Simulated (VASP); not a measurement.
A run of VASP 6.6.1 is set up as follows.

The input INCAR:

```
PREC = Accurate
ENCUT = 520
EDIFF = 1E-7
ISMEAR = -1
SIGMA = 0.05
LREAL = False
LASPH = True
NELM = 100
ALGO = Normal
ISIF = 2
LWAVE = False
LCHARG = False
NBANDS = 25
```

KPOINTS

```
regular mesh
0
Gamma
  12 9 9
```

File POSCAR:

```
AlRu
1.0
    0.0000000000      0.0000000000      2.9535694198
    2.9535694198     -2.9535694198      0.0000000000
    2.9535694198      2.9535694198      0.0000000000
Ru Al
2 2
Direct
    0.0000000000      0.0000000000      0.0000000000
    0.0000000000      0.5000000000      0.5000000000
    0.5000000000      0.5000000000      0.0000000000
    0.5000000000      0.0000000000      0.5000000000
```

Potentials or basis: VASP PAW LDA potentials, release 64 (Ru_pv, Al).

Launch:

```bash
$ cat potpaw_LDA.64/Ru_pv/POTCAR potpaw_LDA.64/Al/POTCAR > POTCAR
$ mpirun -np 1 vasp_std > vasp.out
```

(1) Predict the band gap on the k mesh.

(2) What does it give for the pressure?

Answers

(1) zero (band 17 reaches 12.77 eV, above the bottom of band 18 at 9.87 eV).

(2) 0.6 GPa.
